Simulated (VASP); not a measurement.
# C (P6/mmm) in VASP: notebook, part 2 of 2

VASP 6.6.1.

### 3 Single point, PBEsol

This run uses another cell than the first one, of 22.31 Å³/atom, 2.460 times its volume.

INCAR

```
PREC = Accurate ; ENCUT = 520
EDIFF = 1E-6 ; ISMEAR = -1
SIGMA = 0.1 ; LREAL = False
LASPH = True ; NELM = 100
ALGO = Normal ; ISIF = 2
LWAVE = False ; LCHARG = True
GGA = PS ; LELF = True
LVHAR = True ; NBANDS = 11
```

KPOINTS

```
Automatic mesh
0
Gamma
  15 15 4
```

POSCAR

```
C
1.0
    2.4588910411      0.0000000000      0.0000000000
   -1.2294455205      2.1294621067      0.0000000000
    0.0000000000      0.0000000000      8.5228330226
C
2
Direct
    0.3333333333      0.6666666667      0.0000000000
    0.6666666667      0.3333333333      0.0000000000
```

Potentials or basis: VASP PAW PBE potentials, release 64 (C).

The run is started by

```bash
> cat potpaw_PBE.64/C/POTCAR > POTCAR
> mpirun -np 1 vasp_std > vasp.out
```

OUTCAR:

```text
PREC = Accurate
   ENCUT = 520
   EDIFF = 1E-6
   ISMEAR = -1
   LREAL = False
   LASPH = True
   NELM = 100
   ISIF = 2
   GGA = PS

 ion  position               nearest neighbor table
   1  0.333  0.667  0.000-   2 1.42   2 1.42   2 1.42
   2  0.667  0.333  0.000-   1 1.42   1 1.42   1 1.42

  LATTYP: Found a hexagonal cell.
 ALAT       =     2.4588910411
 C/A-ratio  =     3.4661287874

  Lattice vectors:

 A1 = (   2.4588910411,   0.0000000000,   0.0000000000)
 A2 = (  -1.2294455205,   2.1294621067,   0.0000000000)
 A3 = (   0.0000000000,   0.0000000000,   8.5228330226)

Analysis of symmetry for initial positions (statically):
=====================================================================
 Subroutine PRICEL returns:
 Original cell was already a primitive cell.

 Routine SETGRP: Setting up the symmetry group for a
 hexagonal supercell.

 Subroutine GETGRP returns: Found 24 space group operations
 (whereof 24 operations were pure point group operations)
 out of a pool of 24 trial point group operations.

The static configuration has the point symmetry D_6h.

Analysis of symmetry for dynamics (positions and initial velocities):
=====================================================================
 Subroutine PRICEL returns:
 Original cell was already a primitive cell.

 Routine SETGRP: Setting up the symmetry group for a
 hexagonal supercell.

 Subroutine GETGRP returns: Found 24 space group operations
 (whereof 24 operations were pure point group operations)
 out of a pool of 24 trial point group operations.

The dynamic configuration has the point symmetry D_6h.

 Subroutine INISYM returns: Found 24 space group operations
 (whereof 24 operations are pure point group operations),
 and found     1 'primitive' translations

----------------------------------------------------------------------------------------

                                     Primitive cell

  volume of cell :      44.6265

  direct lattice vectors                    reciprocal lattice vectors
     2.458891041  0.000000000  0.000000000     0.406687398  0.234801079  0.000000000
    -1.229445521  2.129462107  0.000000000     0.000000000  0.469602158  0.000000000
     0.000000000  0.000000000  8.522833023     0.000000000  0.000000000  0.117331877

  length of vectors
     2.458891041  2.458891041  8.522833023     0.469602158  0.469602158  0.117331877

  position of ions in fractional coordinates (direct lattice)
     0.333333333  0.666666667  0.000000000
     0.666666667  0.333333333  0.000000000

  ion indices of the primitive-cell ions
   primitive index   ion index
                 1           1
                 2           2

----------------------------------------------------------------------------------------

 KPOINTS: Automatic mesh

Automatic generation of k-mesh.
 Grid dimensions read from file:
 generate k-points for:   15   15    4

 Generating k-lattice:

  Cartesian coordinates                     Fractional coordinates (reciprocal lattice)
     0.027112493  0.015653405  0.000000000     0.066666667  0.000000000  0.000000000
     0.000000000  0.031306811  0.000000000     0.000000000  0.066666667  0.000000000
     0.000000000  0.000000000  0.029332969     0.000000000  0.000000000  0.250000000

  Length of vectors
     0.031306811  0.031306811  0.029332969

  Shift w.r.t. Gamma in fractional coordinates (k-lattice)
     0.000000000  0.000000000  0.000000000

 Subroutine IBZKPT returns following result:
 ===========================================

 Found     81 irreducible k-points:

 Following reciprocal coordinates:
            Coordinates               Weight
  0.000000  0.000000  0.000000      1.000000
  0.066667 -0.000000  0.000000      6.000000
  0.133333  0.000000  0.000000      6.000000
  0.200000  0.000000  0.000000      6.000000
  0.266667  0.000000  0.000000      6.000000
  0.333333 -0.000000  0.000000      6.000000
[... 16 lines left out ...]
  0.333333  0.200000  0.000000     12.000000
  0.400000  0.200000  0.000000      6.000000
 [... further k-points ...]
   k-points           NKPTS =     81   k-points in BZ     NKDIM =     81   number of bands    NBANDS=     11
   number of dos      NEDOS =    301   number of ions     NIONS =      2
   total plane-waves  NPLWV =  20736
   dimension x,y,z NGX =    18 NGY =   18 NGZ =   64
   dimension x,y,z NGXF=    36 NGYF=   36 NGZF=  128
   ions per type =               2
   NGX,Y,Z   is equivalent  to a cutoff of  12.17, 12.17, 12.48 a.u.
   NGXF,Y,Z  is equivalent  to a cutoff of  24.34, 24.34, 24.97 a.u.
 SYSTEM =  unknown system
   PREC   = accura    normal or accurate (medium, high low for compatibility)
   ISTART =      0    job   : 0-new  1-cont  2-samecut
   ICHARG =      2    charge: 1-file 2-atom 10-const
   ISPIN  =      1    spin polarized calculation?
   LNONCOLLINEAR =      F non collinear calculations
   LSORBIT =      F    spin-orbit coupling
   LASPH  =      T    aspherical Exc in radial PAW
   ENCUT  =  520.0 eV  38.22 Ry    6.18 a.u.   4.57  4.57 15.85*2*pi/ulx,y,z
   NELM   =    100;   NELMIN=  2; NELMDL= -5     # of ELM steps
   EDIFF  = 0.1E-05   stopping-criterion for ELM
   LREAL  =      F    real-space projection
   EDIFFG = 0.1E-04   stopping-criterion for IOM
   NSW    =      0    number of steps for IOM
   IBRION =     -1    ionic relax: 0-MD 1-quasi-New 2-CG
   NFREE  =      0    steps in history (QN), initial steepest desc. (CG)
   ISIF   =      2    stress and relaxation
   ISYM   =      2    0-nonsym 1-usesym 2-fastsym
   POTIM  = 0.5000    time-step for ionic-motion
   TEBEG  =    0.0;   TEEND  =   0.0 temperature during run
   PSTRESS=    0.0 pullay stress
   NELECT =       8.0000    total number of electrons
   NUPDOWN=      -1.0000    fix difference up-down
   EMIN   =  10.00;   EMAX   =-10.00  energy-range for DOS
   EFERMI =   0.00;   METHOD = LEGACY
   ISMEAR =    -1;   SIGMA  =   0.10  broadening in eV -4-tet -1-fermi 0-gaus
   EFERMI_NEDOS =   21; number of points for ismear=-14 and -15
   IALGO  =     38    algorithm
   IMIX   =      4    mixing-type and parameters
     AMIX     =   0.40;   BMIX     =  1.00
     AMIX_MAG =   1.60;   BMIX_MAG =  1.00
  volume/ion in A,a.u.               =      22.31       150.58
  Fermi-wavevector in a.u.,A,eV,Ry     =   0.923082  1.744373 11.593265  0.852081
  Thomas-Fermi vector in A             =   2.048680
   LORBIT       =      0    0 simple, 1 ext, 2 COOP (PROOUT), +10 PAW based schemes
   GGA     = PS    functional components
   LHFCALC =     F    Hartree Fock is set to
   AEXX    =    0.0000 exact exchange contribution
   IVDW    =     0    specifies the selected vdW correction
   LEPSILON=     F    determine dielectric tensor
   LRPA    =     F    only Hartree local field effects (RPA)
 non-spin polarized calculation
  energy-cutoff  :      520.00
  volume of cell :       44.63
 maximum number of plane-waves:      1222
   NGX =  9   NGY =  9   NGZ = 31

 number of electron       7.9999997 magnetization

 Free energy of the ion-electron system (eV)
  ---------------------------------------------------
  ext. energy  EPLUGINS =         0.00000000
  ---------------------------------------------------
  free energy    TOTEN  =       -19.28238024 eV

  energy without entropy =      -19.27990993  energy(sigma->0) =      -19.28114508

 E-fermi :  -0.7578     XC(G=0):  -4.9808

 val. band max:       -0.7578288344   @ k =   0.3333   0.3333   0.5000
 cond. band min:      -0.7577935577   @ k =   0.3333   0.3333   0.2500
 fundamental gap:      0.0000352767
 Fermi energy:        -0.7578093039

 k-point     1 :       0.0000    0.0000    0.0000
  band No.  band energies     occupation
      1     -20.3115      2.00000
      2      -8.4648      2.00000
      3      -3.7608      2.00000
      4      -3.7608      2.00000
      5       2.3500      0.00000
      6       4.7230      0.00000
      7       6.2691      0.00000
      8       7.5812      0.00000
      9       7.5812      0.00000
     10      10.7958      0.00000
     11      12.0403      0.00000
[... 309 lines left out ...]
 k-point    24 :       0.4000    0.2000    0.0000
  band No.  band energies     occupation
      1     -14.3900      2.00000
      2     -13.4734      2.00000
      3      -9.6372      2.00000
      4      -2.2720      2.00000
      5       0.5388      0.00000
      6      10.1287      0.00000
      7      10.6158      0.00000
      8      11.1003      0.00000
      9      11.2893      0.00000
     10      13.6160      0.00000
     11      14.3818      0.00000

 [... further k-points ...]
[... 5 lines left out ...]
  --------------------------------------------------------------------------------------
  -------------------------------------------------------------------------------------
  Total        0.1136920      0.1136920     -0.0096252      0.0000000     -0.0000000     -0.0000000
  in kB        4.0817578      4.0817578     -0.3455634      0.0000000     -0.0000000     -0.0000000
  external PRESSURE =       2.6059841 kB  Pullay stress =       0.0000000 kB

 VOLUME and BASIS-vectors are now :
 -----------------------------------------------------------------------------
  energy-cutoff  :      520.00
  volume of cell :       44.63
      direct lattice vectors                 reciprocal lattice vectors
     2.458891041  0.000000000  0.000000000     0.406687398  0.234801079  0.000000000
    -1.229445521  2.129462107  0.000000000     0.000000000  0.469602158  0.000000000
     0.000000000  0.000000000  8.522833023     0.000000000  0.000000000  0.117331877

 POSITION                                       TOTAL-FORCE (eV/Angst)
 -----------------------------------------------------------------------------------
     -0.00000      1.41964      0.00000         0.000000      0.000000      0.000000
      1.22945      0.70982      0.00000         0.000000     -0.000000     -0.000000
 -----------------------------------------------------------------------------------
    total drift:                                0.000000     -0.000000      0.000000

  FREE ENERGIE OF THE ION-ELECTRON SYSTEM (eV)
  ---------------------------------------------------
  free  energy   TOTEN  =       -19.2823802360 eV

  energy  without entropy=      -19.2799099282  energy(sigma->0) =      -19.28114508
```

OSZICAR:

```text
N       E                     dE             d eps       ncg     rms          rms(c)
DAV:   1     0.233112470229E+02    0.23311E+02   -0.36138E+03  1790   0.581E+02
DAV:   2    -0.185892916010E+02   -0.41901E+02   -0.39810E+02  2392   0.132E+02
DAV:   3    -0.205528847277E+02   -0.19636E+01   -0.19556E+01  2274   0.278E+01
DAV:   4    -0.205707728061E+02   -0.17888E-01   -0.17880E-01  2393   0.313E+00
DAV:   5    -0.205709559410E+02   -0.18313E-03   -0.18310E-03  2316   0.286E-01    0.643E+00
DAV:   6    -0.196428172391E+02    0.92814E+00   -0.74266E-01  2063   0.495E+00    0.373E+00
DAV:   7    -0.192866816598E+02    0.35614E+00   -0.98518E-01  2142   0.568E+00    0.924E-01
DAV:   8    -0.192813973988E+02    0.52843E-02   -0.25831E-02  2136   0.960E-01    0.186E-01
DAV:   9    -0.192808896139E+02    0.50778E-03   -0.48525E-04  2128   0.140E-01    0.126E-01
DAV:  10    -0.192808555479E+02    0.34066E-04   -0.49547E-03  1894   0.290E-01    0.981E-02
DAV:  11    -0.192816989962E+02   -0.84345E-03   -0.13805E-04  1970   0.691E-02    0.394E-02
DAV:  12    -0.192823091396E+02   -0.61014E-03   -0.99077E-05  1885   0.617E-02    0.224E-02
DAV:  13    -0.192823595620E+02   -0.50422E-04   -0.23555E-06  1891   0.104E-02    0.650E-03
DAV:  14    -0.192823800527E+02   -0.20491E-04   -0.10668E-06  1919   0.564E-03    0.159E-03
DAV:  15    -0.192823802360E+02   -0.18333E-06   -0.30916E-08  2026   0.124E-03
   1 F= -.19282380E+02 E0= -.19281145E+02  d E =-.247031E-02
```

It took 17 s on 1 thread of Intel Xeon 6975P-C (Granite Rapids), shared host; peak memory 0.16 GiB.

Results:

| Quantity | Value |
| --- | --- |
| Free energy | -19.2824 eV |
| Band gap on the k mesh | zero (filled and empty bands touch) |

Levels at points of the mesh, in eV from the Fermi level:
| k point | band 2 | band 3 | band 4 | band 5 | band 6 | band 7 |
| --- | --- | --- | --- | --- | --- | --- |
| (0.00, 0.00, 0.00) | -7.71 | -3.00 | -3.00 | 3.11 | 5.48 | 7.03 |
| (0.00, 0.00, 0.50) | -7.71 | -3.00 | -3.00 | 3.84 | 3.91 | 8.34 |

Caveat: the PAW data sets were made with another functional, which shifts forces and pressure a little.

### 4 Relaxation of cell and atoms, PBEsol

This run uses another cell than the first one, of 22.27 Å³/atom, 2.454 times its volume.

INCAR

```
PREC     = Accurate       # precision mode
ENCUT    = 600            # plane-wave cutoff, eV
EDIFF    = 1E-6           # SCF threshold, eV
ISMEAR   = -1             # smearing method
SIGMA    = 0.1            # smearing width, eV
LREAL    = False          # projectors in reciprocal space
LASPH    = True           # aspherical terms in the spheres
NELM     = 60             # most SCF steps
ALGO     = Normal         # electronic algorithm
ISIF     = 3              # what is computed and relaxed
LWAVE    = False          # write WAVECAR
LCHARG   = False          # write CHGCAR
GGA      = PS             # functional
IBRION   = 2              # ionic algorithm
NSW      = 50             # ionic steps
EDIFFG   = -0.01          # ionic threshold
```

KPOINTS is that of step 3.

POSCAR

```
C
1.0
    2.4561700000      0.0000000000      0.0000000000
   -1.2280850000      2.1271060000      0.0000000000
    0.0000000000      0.0000000000      8.5238030000
C
2
Direct
    0.3333333333      0.6666666667      0.0000000000
    0.6666666667      0.3333333333      0.0000000000
```

The run is started by

```bash
> cat potpaw_PBE.64/C/POTCAR > POTCAR
> mpirun -np 1 vasp_std > vasp.out
```

It took 3 min on 1 thread of Intel Xeon 6975P-C (Granite Rapids), shared host; peak memory 0.17 GiB.

The run converged. Its results:

```yaml
Free_energy: -19.2969 eV
Relaxed_cell: a = 2.459 Å, b = 2.459 Å, c = 5.947 Å, α = 90.00°, β = 90.00°, γ = 120.00°
Space_group_after_relaxing_to_0.05_Å: P6/mmm (No. 191)
Energy_gained_by_relaxing: 5.3 meV/atom
Ionic_steps: 30
Band_gap_on_the_k_mesh: zero (band 4 reaches 0.78 eV, above the bottom of band 5 at 0.77 eV)
```

Step by step:
```
step  energy change (eV)  largest force (eV/Å)  pressure (GPa)  volume (Å³)
   1              0.0000                0.0000            0.47        44.53
   2              0.0014                0.0000           -1.20        44.95
   3             -0.0003                0.0000           -0.04        44.66
   4             -0.0004                0.0000           -0.05        44.63
   5             -0.0004                0.0000           -0.03        44.56
   6             -0.0005                0.0000           -0.01        44.41
   7             -0.0008                0.0000            0.03        44.10
   8             -0.0012                0.0000            0.13        43.50
   9             -0.0022                0.0000            0.33        42.29
  10             -0.0039                0.0000            0.78        39.88
  11             -0.0054                0.0000            1.90        35.09
  12             -0.0054                0.0000            1.90        35.09
  13             -0.0054                0.0000            1.89        35.08
  14             -0.0054                0.0000            1.90        35.07
  15             -0.0054                0.0000            1.91        35.06
  16             -0.0054                0.0000            1.91        35.03
  17             -0.0055                0.0000            1.90        34.97
  18             -0.0055                0.0000            1.93        34.85
  19             -0.0056                0.0000            1.95        34.62
  20             -0.0059                0.0000            1.99        34.15
  21             -0.0063                0.0000            2.07        33.21
  22             -0.0071                0.0000            2.28        31.33
  23             -0.0077                0.0000            2.05        31.32
  24             -0.0092                0.0000            1.40        31.28
  25             -0.0106                0.0000            0.10        31.20
  26             -0.0106                0.0000           -0.12        31.18
  27             -0.0106                0.0000           -0.16        31.18
  28             -0.0106                0.0000           -0.13        31.17
  29             -0.0106                0.0000           -0.03        31.16
  30             -0.0106                0.0000            0.00        31.15
```

Final structure:
```cif
data_structure
_symmetry_space_group_name_H-M 'P 1'
_symmetry_Int_Tables_number 1
_cell_length_a 2.4595
_cell_length_b 2.4595
_cell_length_c 5.9468
_cell_angle_alpha 90.000
_cell_angle_beta 90.000
_cell_angle_gamma 120.000
_cell_volume 31.15
loop_
_atom_site_label
_atom_site_type_symbol
_atom_site_fract_x
_atom_site_fract_y
_atom_site_fract_z
_atom_site_occupancy
C1 C 0.33333 0.66667 0.00000 1
C2 C 0.66667 0.33333 0.00000 1
```

Levels at points of the mesh, in eV from the Fermi level:
```tsv
k point	band 1	band 2	band 3	band 4	band 5	band 6	band 7	band 8
```

Caveat: the volume moved by over 15 % at a fixed basis, so the end points are rough; the PAW data sets were made with another functional, which shifts forces and pressure a little.

### 5 The runs side by side

```csv
task,level,cell,cutoff (eV),gap on the mesh (eV)
single point,BLYP+D3(BJ),"a = 2.470, b = 2.470, c = 3.435 Å, angles 90.0, 90.0, 120.0°, 2 atoms",520,none
single point,PBEsol,"a = 2.459, b = 2.459, c = 8.523 Å, angles 90.0, 90.0, 120.0°, 2 atoms",520,none
relaxation of cell and atoms,PBEsol,"relaxed from a = 2.456, b = 2.456, c = 8.524 Å, angles 90.0, 90.0, 120.0°, 2 atoms",600,none
```

Alike in all rows: potentials or basis VASP PAW PBE potentials, release 64 (C); no spin polarisation; k mesh 15 × 15 × 4; smearing fermi-dirac 0.1 eV.

Caveats: some runs use coarse meshes; the PAW data sets were made with another functional, which shifts forces and pressure a little; the volume moved by over 15 % at a fixed basis, so the end points are rough (some runs).

Absolute energies hang on the potentials; compare differences alone.
